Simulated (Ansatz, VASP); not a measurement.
## One calculation of Pt, two programs

INCAR

```
  ALGO = Fast
  EDIFF = 1E-7
  ENCUT = 520
  GGA = PE
  ISIF = 2
  ISMEAR = 0
  LASPH = T
  LCHARG = T
  LELF = T
  LREAL = F
  LVHAR = T
  LWAVE = F
  NBANDS = 17
  NELM = 80
  PREC = Accurate
  SIGMA = 0.15
```

The input KPOINTS:

```
k-points
0
Gamma
  18 18 10
```

POSCAR

```
Pt
1.0
    3.0343935762      0.0000000000      0.0000000000
   -1.5171967881      2.7473101912      0.0000000000
    0.0000000000      0.0000000000      4.7813829983
Pt
2
Direct
    0.6666666667      0.3333333333      0.7500000000
    0.3333333333      0.6666666667      0.2500000000
```

Input for Ansatz:

```yaml
crystal:
  lattice:
    - [3.0343935762, 0.0, 0.0]
    - [-1.5171967881, 2.7473101912, 0.0]
    - [0.0, 0.0, 4.7813829983]
  atoms:
    - { symbol: Pt, position: [0.6666666667, 0.3333333333, 0.75] }
    - { symbol: Pt, position: [0.3333333333, 0.6666666667, 0.25] }
basis:
  ecutwfc: 420
kpoints:
  mp_grid: { grid: [18, 18, 10] }
hamiltonian:
  xc: pbe
scf:
  occupations: { method: gaussian, width: 0.15 }
output:
  forces: true
  stress: true
  eigenvalues: true
```

Change from the starting cell: normal strain along x +0.1000, normal strain along y +0.1500.

Alike in both runs: task single point; functional PBE; k mesh 18 × 18 × 10; occupations gaussian, width 0.15 eV; no spin polarisation.

|  | VASP | Ansatz |
| --- | --- | --- |
| version | VASP 6.6.1 | Ansatz 0.2.0 |
| potentials or method | VASP PAW PBE potentials, release 64 (Pt), cutoff 520 eV | scalar-relativistic, plane waves, PAW |
| valence electrons in the cell | 20 | 36 |

|  | VASP | Ansatz | Ansatz less VASP |
| --- | --- | --- | --- |
| gap on the k mesh at the Fermi level (eV) | none | none | - |
| pressure (GPa) | -29.0 | -28.9 | +0.14 |
| traceless stress, the component that is largest in VASP (GPa) | -0.59 | -0.61 | -0.012 |
| rms of the force components (eV/Å) | 0.009 | 0.009 | -0.0002 |

Atom by atom the forces differ by 0.000 eV/Å (rms over components). A gap of «none» marks a metal or a gap that the smearing closes. Both programs put the cell under strong tension, so it lies far from rest at this level. The functional is the same, so the differences come from potentials, cutoffs and numerics. VASP's potentials hold 20 valence electrons a cell and Ansatz's 36, so a difference there can come from the potentials and not from the codes.

Neither program's run includes spin-orbit coupling.
